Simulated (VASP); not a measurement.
Si: relaxation of shape and atoms at fixed volume with LDA

Crystal: Si.

```
Si
1.0
    -3.36949    3.36949    1.94178
     3.36949   -3.36949    1.94178
     3.36949    3.36949   -1.94178
Si
4
Direct
  0.17856 0.17856 0.35711
  0.82144 0.82144 0.64289
  0.17856 0.82144 0.00000
  0.82144 0.17856 0.00000
```

```json
{
 "Program": "VASP 6.6.1",
 "Task": "relaxation of shape and atoms at fixed volume",
 "Functional": "LDA",
 "Potentials or basis": "VASP PAW LDA potentials, release 64 (Si)",
 "Cutoff": "600 eV",
 "k mesh": "10 × 10 × 10",
 "Occupations": "gaussian, width 0.01 eV",
 "Spin": "no spin polarisation",
 "Dipole correction": "no",
 "Further INCAR settings": "ALGO = Normal; EDIFF = 1e-06; IBRION = 2; EDIFFG = -0.01; NSW = 50; ISIF = 4"
}
```

| Quantity | Value |
| --- | --- |
| Energy gained by relaxing | 0.0 meV/atom |
| Ionic steps | 4 |
| Pressure after relaxing | -4.5 GPa |
| Band gap on the k mesh | 0.34 eV (least direct gap 0.41 eV) |

The path:
| step | energy change (eV) | largest force (eV/Å) | pressure (GPa) | volume (Å³) |
| --- | --- | --- | --- | --- |
| 1 | 0.0000 | 0.0366 | -4.51 | 88.18 |
| 2 | -0.0002 | 0.0024 | -4.49 | 88.18 |
| 3 | -0.0002 | 0.0067 | -4.48 | 88.18 |
| 4 | -0.0002 | 0.0010 | -4.48 | 88.18 |

Final structure:
```
Si
1.0
    -3.37198    3.37198    1.93892
     3.37198   -3.37198    1.93892
     3.37198    3.37198   -1.93892
Si
4
Direct
  0.17833 0.17833 0.35666
  0.82167 0.82167 0.64334
  0.17833 0.82167 0.00000
  0.82167 0.17833 0.00000
```

Levels at points of the mesh, in eV from the valence-band top:
```tsv
k point	band 6	band 7	band 8	band 9	band 10	band 11
(0.00, 0.00, 0.00)	-1.36	-1.36	-0.51	1.46	1.46	1.47
(0.50, 0.00, 0.00)	-3.37	-2.25	-1.36	0.84	2.26	2.95
(0.50, 0.50, 0.00)	-1.85	-1.81	-1.48	1.59	1.86	1.93
(0.50, 0.50, 0.50)	-0.14	0.00	0.00	0.41	2.68	3.39
```

Wall time 2.2 min on 1 thread of AMD EPYC 9R45 96-Core Processor (Zen 5), with other jobs on the host, peak memory 0.24 GiB.

Caveat: semilocal functionals underestimate gaps, and a narrow one can read as zero. A k mesh can miss the band edges.
